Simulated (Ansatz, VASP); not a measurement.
## F: VASP beside Ansatz

The input INCAR:

```
SYSTEM = F
ALGO = Normal
EDIFF = 1E-6
ENCUT = 1350
GGA = PE
GGA_COMPAT = .FALSE.
ISIF = 2
ISMEAR = 0
IVDW = 12
LASPH = .TRUE.
LCHARG = .FALSE.
LREAL = .FALSE.
LWAVE = .FALSE.
NBANDS = 22
NELM = 120
PREC = Accurate
SIGMA = 0.05
```

File KPOINTS:

```
k-points
0
G
  8 8 4
  0 0 0
```

The input POSCAR:

```
F
1.0
    2.6799894702     -1.8090351477      0.2828271526
    2.6799894702      1.8090351477      0.2828271526
   -0.8370828845      0.0000000000      6.8148476589
F
4
Direct
    0.9138648456      0.5855481450      0.0939279973
    0.4144518550      0.0861351544      0.4060720027
    0.0861351544      0.4144518550      0.9060720027
    0.5855481450      0.9138648456      0.5939279973
```

Input for Ansatz:

```yaml
crystal:
  lattice:
    - [2.6799894702, -1.8090351477, 0.2828271526]
    - [2.6799894702, 1.8090351477, 0.2828271526]
    - [-0.8370828845, 0.0, 6.8148476589]
  atoms:
    - { symbol: F, position: [0.9138648456, 0.585548145, 0.0939279973] }
    - { symbol: F, position: [0.414451855, 0.0861351544, 0.4060720027] }
    - { symbol: F, position: [0.0861351544, 0.414451855, 0.9060720027] }
    - { symbol: F, position: [0.585548145, 0.9138648456, 0.5939279973] }
basis:
  ecutwfc: 520.0
kpoints:
  mp_grid: { grid: [8, 8, 4] }
hamiltonian:
  xc: pbe
  dispersion: d3bj
scf:
  occupations: { method: gaussian, width: 0.05 }
output:
  forces: true
  stress: true
  eigenvalues: true
```

Change from the starting cell: volume 16.734 Å^3 an atom, stretch along a over the lengths across it, relative to the relaxed cell 0.9416.

Alike in both runs: task single point; functional PBE; dispersion D3(BJ); k mesh 8 × 8 × 4; occupations gaussian, width 0.05 eV; no spin polarisation.

|  | VASP | Ansatz |
| --- | --- | --- |
| version | VASP 6.6.1 | Ansatz 0.2.0 |
| potentials or method | VASP PAW PBE potentials, release 64 (F_h), cutoff 1350 eV | scalar-relativistic, plane waves, PAW |
| valence electrons in the cell | 28 | 28 |

|  | VASP | Ansatz | Ansatz less VASP |
| --- | --- | --- | --- |
| gap on the k mesh at the Fermi level (eV) | 2.85 | 2.85 | +0.006 |
| least direct gap on the mesh (eV) | 2.85 | 2.85 | +0.006 |
| pressure (GPa) | -1.5 | -1.0 | +0.53 |
| traceless stress, the component that is largest in VASP (GPa) | -1.61 | -1.68 | -0.072 |
| rms of the force components (eV/Å) | 0.268 | 0.270 | +0.0012 |

Atom by atom the forces differ by 0.001 eV/Å (rms over components).
